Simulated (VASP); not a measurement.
# AgCl (I4/mmm) in VASP: notebook, part 2 of 2

VASP 6.6.1.

**3. Single point, PBE (zz strain of -3 %)**

INCAR

```
ALGO     = Normal         # electronic algorithm
EDIFF    = 1E-7           # SCF threshold, eV
ENCUT    = 520            # plane-wave cutoff, eV
GGA      = PE             # functional
ISIF     = 2              # what is computed and relaxed
ISMEAR   = -1             # smearing method
LASPH    = T              # aspherical terms in the spheres
LCHARG   = F              # write CHGCAR
LREAL    = F              # projectors in reciprocal space
LWAVE    = F              # write WAVECAR
NBANDS   = 16             # bands
NELM     = 100            # most SCF steps
PREC     = Accurate       # precision mode
SIGMA    = 0.02           # smearing width, eV
```

KPOINTS

```
k-points
0
Gamma
  8 8 8
```

POSCAR

```
AgCl
1.0
    0.0000000000      2.7731500000      2.6899555000
    2.7731500000      0.0000000000      2.6899555000
    2.7731500000      2.7731500000      0.0000000000
Ag Cl
1 1
Direct
    0.5000000000      0.5000000000      0.5000000000
    0.0000000000      0.0000000000      0.0000000000
```

Potentials or basis: VASP PAW PBE potentials, release 64 (Ag, Cl).

Run with:

```console
$ cat potpaw_PBE.64/Ag/POTCAR potpaw_PBE.64/Cl/POTCAR > POTCAR
$ mpirun -np 1 vasp_std > vasp.out
```

OUTCAR:

```text
EDIFF = 1E-7
   ENCUT = 520
   GGA = PE
   ISIF = 2
   ISMEAR = -1
   LASPH = T
   LREAL = F
   NELM = 100
   PREC = Accurate

 ion  position               nearest neighbor table
   1  0.500  0.500  0.500-   2 2.69   2 2.69   2 2.77   2 2.77   2 2.77   2 2.77
   2  0.000  0.000  0.000-   1 2.69   1 2.69   1 2.77   1 2.77   1 2.77   1 2.77

  LATTYP: Found a body centered tetragonal cell.
 ALAT       =     3.9218263405
 C/A-ratio  =     1.3717871555

  Lattice vectors:

 A1 = (   0.0000000000,  -2.7731500000,  -2.6899555000)
 A2 = (   0.0000000000,   2.7731500000,  -2.6899555000)
 A3 = (   2.7731500000,   0.0000000000,   2.6899555000)

Analysis of symmetry for initial positions (statically):
=====================================================================
 Subroutine PRICEL returns:
 Original cell was already a primitive cell.

 Routine SETGRP: Setting up the symmetry group for a
 body centered tetragonal supercell.

 Subroutine GETGRP returns: Found 16 space group operations
 (whereof 16 operations were pure point group operations)
 out of a pool of 16 trial point group operations.

The static configuration has the point symmetry D_4h.

Analysis of symmetry for dynamics (positions and initial velocities):
=====================================================================
 Subroutine PRICEL returns:
 Original cell was already a primitive cell.

 Routine SETGRP: Setting up the symmetry group for a
 body centered tetragonal supercell.

 Subroutine GETGRP returns: Found 16 space group operations
 (whereof 16 operations were pure point group operations)
 out of a pool of 16 trial point group operations.

The dynamic configuration has the point symmetry D_4h.

 Subroutine INISYM returns: Found 16 space group operations
 (whereof 16 operations are pure point group operations),
 and found     1 'primitive' translations

[... 109 lines left out ...]
   ISMEAR =    -1;   SIGMA  =   0.02  broadening in eV -4-tet -1-fermi 0-gaus
   EFERMI_NEDOS =   21; number of points for ismear=-14 and -15
   IALGO  =     38    algorithm
   IMIX   =      4    mixing-type and parameters
     AMIX     =   0.40;   BMIX     =  1.00
     AMIX_MAG =   1.60;   BMIX_MAG =  1.00
  volume/ion in A,a.u.               =      20.69       139.60
  Fermi-wavevector in a.u.,A,eV,Ry     =   1.240486  2.344178 20.936707  1.538805
  Thomas-Fermi vector in A             =   2.374924
   LORBIT       =      0    0 simple, 1 ext, 2 COOP (PROOUT), +10 PAW based schemes
   GGA     = PE    functional components
   LHFCALC =     F    Hartree Fock is set to
   AEXX    =    0.0000 exact exchange contribution
   IVDW    =     0    specifies the selected vdW correction
   LEPSILON=     F    determine dielectric tensor
   LRPA    =     F    only Hartree local field effects (RPA)
 non-spin polarized calculation
  energy-cutoff  :      520.00
  volume of cell :       41.37
 maximum number of plane-waves:      1128
 NGX is ok and might be reduce to    30
   NGX = 15   NGY = 15   NGZ = 15

 number of electron      18.0000006 magnetization

 Free energy of the ion-electron system (eV)
  ---------------------------------------------------
  ext. energy  EPLUGINS =         0.00000000
  ---------------------------------------------------
  free energy    TOTEN  =        -5.37292862 eV

  energy without entropy =       -5.37292862  energy(sigma->0) =       -5.37292862

 E-fermi :   4.6914     XC(G=0): -10.1245

 val. band max:        4.3076751436   @ k =   0.5000   0.0000   0.0000
 cond. band min:       5.1217997033   @ k =   0.0000   0.0000   0.0000
 fundamental gap:      0.8141245597
 Fermi energy:         4.6914433700

 k-point     1 :       0.0000    0.0000    0.0000
  band No.  band energies     occupation
      1     -11.1515      2.00000
      2       1.6146      2.00000
      3       1.6146      2.00000
      4       1.6769      2.00000
      5       1.6845      2.00000
      6       1.6883      2.00000
[... 433 lines left out ...]
      3       0.0545      2.00000
      4       0.2460      2.00000
      5       1.8180      2.00000
      6       2.0001      2.00000
[... 8 lines left out ...]
     15      17.9631      0.00000
     16      18.2795      0.00000

 [... further k-points ...]

------------------------ aborting loop because EDIFF is reached ----------------------------------------

  FORCE on cell =-STRESS in cart. coord.  units (eV):
  Direction    XX          YY          ZZ          XY          YZ          ZX
  --------------------------------------------------------------------------------------
  -------------------------------------------------------------------------------------
  Total        0.7379935      0.7379935      1.0113648      0.0000000      0.0000000      0.0000000
  in kB       28.5786222     28.5786222     39.1648639      0.0000000      0.0000000      0.0000000
  external PRESSURE =      32.1073694 kB  Pullay stress =       0.0000000 kB

 VOLUME and BASIS-vectors are now :
 -----------------------------------------------------------------------------
  energy-cutoff  :      520.00
  volume of cell :       41.37
      direct lattice vectors                 reciprocal lattice vectors
     0.000000000  2.773150000  2.689955500    -0.180300380  0.180300380  0.185876681
     2.773150000  0.000000000  2.689955500     0.180300380 -0.180300380  0.185876681
     2.773150000  2.773150000  0.000000000     0.180300380  0.180300380 -0.185876681

 POSITION                                       TOTAL-FORCE (eV/Angst)
 -----------------------------------------------------------------------------------
      2.77315      2.77315      2.68996        -0.000000      0.000000      0.000000
      0.00000      0.00000      0.00000         0.000000      0.000000     -0.000000
 -----------------------------------------------------------------------------------
    total drift:                                0.000000      0.000000      0.000000

  FREE ENERGIE OF THE ION-ELECTRON SYSTEM (eV)
  ---------------------------------------------------
  free  energy   TOTEN  =        -5.3729286154 eV

  energy  without entropy=       -5.3729286154  energy(sigma->0) =       -5.37292862
```

OSZICAR:

```text
N       E                     dE             d eps       ncg     rms          rms(c)
DAV:   1     0.907551673125E+02    0.90755E+02   -0.86834E+03  1896   0.102E+03
DAV:   2    -0.263882591749E+01   -0.93394E+02   -0.85839E+02  2368   0.216E+02
DAV:   3    -0.553750345736E+01   -0.28987E+01   -0.28922E+01  2376   0.387E+01
DAV:   4    -0.555154266321E+01   -0.14039E-01   -0.14038E-01  2336   0.313E+00
DAV:   5    -0.555169520515E+01   -0.15254E-03   -0.15254E-03  2392   0.325E-01    0.674E+00
DAV:   6    -0.537751647674E+01    0.17418E+00   -0.24168E-01  2384   0.646E+00    0.436E+00
DAV:   7    -0.537352223173E+01    0.39942E-02   -0.96730E-02  2360   0.206E+00    0.205E+00
DAV:   8    -0.537279583963E+01    0.72639E-03   -0.43803E-03  2216   0.688E-01    0.320E-01
DAV:   9    -0.537286716964E+01   -0.71330E-04   -0.51302E-04  2360   0.268E-01    0.348E-02
DAV:  10    -0.537292443324E+01   -0.57264E-04   -0.73435E-05  2328   0.774E-02    0.253E-02
DAV:  11    -0.537292861465E+01   -0.41814E-05   -0.50249E-06  2424   0.162E-02    0.427E-03
DAV:  12    -0.537292873405E+01   -0.11940E-06   -0.59842E-07  2152   0.553E-03    0.162E-03
DAV:  13    -0.537292862411E+01    0.10994E-06   -0.72110E-08  1848   0.245E-03    0.115E-03
DAV:  14    -0.537292861541E+01    0.86991E-08   -0.12227E-08  1160   0.696E-04
   1 F= -.53729286E+01 E0= -.53729286E+01  d E =-.328379E-10
```

Wall time 69 s (1 thread of Intel Xeon 8259CL, shared host); peak memory 0.19 GiB.

What came out:

* Free energy: -5.3729 eV
* Pressure: 3.2 GPa
* Band gap on the k mesh: 0.81 eV (least direct gap 3.28 eV)

Levels at points of the mesh, in eV from the valence-band top:
| k point | band 5 | band 6 | band 7 | band 8 | band 9 | band 10 | band 11 | band 12 | band 13 | band 14 |
| --- | --- | --- | --- | --- | --- | --- | --- | --- | --- | --- |
| (0.00, 0.00, 0.00) | -2.62 | -2.62 | -2.61 | -2.51 | -2.51 | 0.81 | 10.72 | 10.72 | 10.80 | 12.25 |
| (0.50, 0.00, 0.00) | -2.28 | -2.26 | -1.94 | -0.19 | 0.00 | 4.06 | 6.62 | 7.36 | 7.69 | 13.50 |
| (0.50, 0.50, 0.00) | -2.99 | -2.39 | -2.15 | -2.15 | -2.03 | 2.22 | 7.76 | 8.84 | 11.42 | 11.42 |
| (0.50, 0.00, 0.50) | -3.03 | -2.44 | -2.15 | -2.13 | -2.04 | 2.25 | 7.96 | 8.53 | 11.41 | 11.90 |

Caveat: the cell differs from its parent crystal (zz strain of -3 %); the cell stands under pressure. A k mesh can miss the band edges.

**4. Single point, PBE (zz strain of -1 %)**

INCAR

```
ALGO     = Normal         # electronic algorithm
EDIFF    = 1E-6           # SCF threshold, eV
ENCUT    = 520            # plane-wave cutoff, eV
GGA      = PE             # functional
ISIF     = 2              # what is computed and relaxed
ISMEAR   = -1             # smearing method
LASPH    = T              # aspherical terms in the spheres
LCHARG   = T              # write CHGCAR
LELF     = T              # ELF
LREAL    = F              # projectors in reciprocal space
LVHAR    = T            
LWAVE    = F              # write WAVECAR
NBANDS   = 16             # bands
NELM     = 80             # most SCF steps
PREC     = Accurate       # precision mode
SIGMA    = 0.02           # smearing width, eV
```

KPOINTS is that of step 3.

POSCAR

```
AgCl
1.0
    0.0000000000      2.7731500000      2.7454185000
    2.7731500000      0.0000000000      2.7454185000
    2.7731500000      2.7731500000      0.0000000000
Ag Cl
1 1
Direct
    0.5000000000      0.5000000000      0.5000000000
    0.0000000000      0.0000000000      0.0000000000
```

Run with:

```console
$ cat potpaw_PBE.64/Ag/POTCAR potpaw_PBE.64/Cl/POTCAR > POTCAR
$ mpirun -np 1 vasp_std > vasp.out
```

It took 70 s on 1 thread of Intel Xeon 8259CL, shared host; peak memory 0.19 GiB.

It converged, with:

| Item | Value |
| --- | --- |
| Free energy | -5.3894 eV |
| Pressure | 2.0 GPa |
| Band gap on the k mesh | 0.88 eV (least direct gap 3.21 eV) |

Stress tensor (GPa, compression positive):
```
1.90 0.00 0.00
0.00 1.90 0.00
0.00 0.00 2.18
```

Levels at points of the mesh, in eV from the valence-band top:
| k point | band 6 | band 7 | band 8 | band 9 | band 10 | band 11 | band 12 | band 13 |
| --- | --- | --- | --- | --- | --- | --- | --- | --- |
| (0.00, 0.00, 0.00) | -2.47 | -2.42 | -2.38 | -2.38 | 0.88 | 10.81 | 10.81 | 10.84 |
| (0.50, 0.00, 0.00) | -2.13 | -1.82 | -0.06 | 0.00 | 4.18 | 6.56 | 7.57 | 7.67 |
| (0.50, 0.50, 0.00) | -2.27 | -2.01 | -2.01 | -1.92 | 2.33 | 7.94 | 8.70 | 11.48 |
| (0.50, 0.00, 0.50) | -2.28 | -2.02 | -2.01 | -1.92 | 2.34 | 8.00 | 8.60 | 11.48 |

Caveat: the cell differs from its parent crystal (zz strain of -1 %). A k mesh can miss the band edges.

**5. Single point, PBE (zz strain of -2 %)**

INCAR

```
SYSTEM = AgCl
  PREC = Accurate
  ENCUT = 520
  EDIFF = 1E-7
  ISMEAR = -1
  SIGMA = 0.02
  LREAL = .False.
  LASPH = .True.
  NELM = 100
  ALGO = Normal
  ISIF = 2
  LWAVE = .False.
  LCHARG = .True.
  GGA = PE
  LELF = .True.
  LVHAR = .True.
  NBANDS = 16
```

KPOINTS

```
regular mesh
0
Gamma
  8 8 8
  0 0 0
```

POSCAR

```
AgCl
1.0
    0.0000000000      2.7731500000      2.7176870000
    2.7731500000      0.0000000000      2.7176870000
    2.7731500000      2.7731500000      0.0000000000
Ag Cl
1 1
Direct
    0.5000000000      0.5000000000      0.5000000000
    0.0000000000      0.0000000000      0.0000000000
```

Run with:

```console
$ cat potpaw_PBE.64/Ag/POTCAR potpaw_PBE.64/Cl/POTCAR > POTCAR
$ mpirun -np 1 vasp_std > vasp.out
```

It took 66 s on 1 thread of Intel Xeon 8259CL, shared host; peak memory 0.19 GiB.

Results (log left out):

* Free energy: -5.3823 eV
* Pressure: 2.6 GPa
* Band gap on the k mesh: 0.84 eV (least direct gap 3.25 eV)

Stress tensor (GPa, compression positive):
```
2.37 0.00 0.00
0.00 2.37 0.00
0.00 0.00 2.99
```

Levels at points of the mesh, in eV from the valence-band top:
| k point | band 5 | band 6 | band 7 | band 8 | band 9 | band 10 | band 11 | band 12 | band 13 | band 14 |
| --- | --- | --- | --- | --- | --- | --- | --- | --- | --- | --- |
| (0.00, 0.00, 0.00) | -2.55 | -2.54 | -2.52 | -2.45 | -2.45 | 0.84 | 10.77 | 10.77 | 10.82 | 12.29 |
| (0.50, 0.00, 0.00) | -2.21 | -2.20 | -1.88 | -0.13 | 0.00 | 4.12 | 6.59 | 7.47 | 7.68 | 13.58 |
| (0.50, 0.50, 0.00) | -2.91 | -2.33 | -2.08 | -2.08 | -1.97 | 2.27 | 7.85 | 8.77 | 11.45 | 11.45 |
| (0.50, 0.00, 0.50) | -2.94 | -2.36 | -2.08 | -2.07 | -1.98 | 2.30 | 7.98 | 8.57 | 11.44 | 11.77 |

Caveat: the cell differs from its parent crystal (zz strain of -2 %). A k mesh can miss the band edges.

**6. The runs side by side**

| cell | gap on the mesh (eV) | pressure (GPa) |
| --- | --- | --- |
| a = 3.863, b = 3.863, c = 3.804 Å, angles 60.5, 60.5, 59.0°, 2 atoms | 0.80 | 5.1 |
| a = 3.863, b = 3.863, c = 3.922 Å, angles 59.5, 59.5, 61.0°, 2 atoms | 0.81 | 3.2 |
| a = 3.902, b = 3.902, c = 3.922 Å, angles 59.8, 59.8, 60.3°, 2 atoms | 0.88 | 2.0 |
| a = 3.883, b = 3.883, c = 3.922 Å, angles 59.7, 59.7, 60.7°, 2 atoms | 0.84 | 2.6 |

Alike in all rows: task single point; level PBE; potentials or basis VASP PAW PBE potentials, release 64 (Ag, Cl); no spin polarisation; k mesh 8 × 8 × 8; cutoff (eV) 520; smearing fermi-dirac 0.02 eV.

Caveats: the cell stands under pressure (at least some runs).

Absolute energies hang on the potentials; compare differences alone.
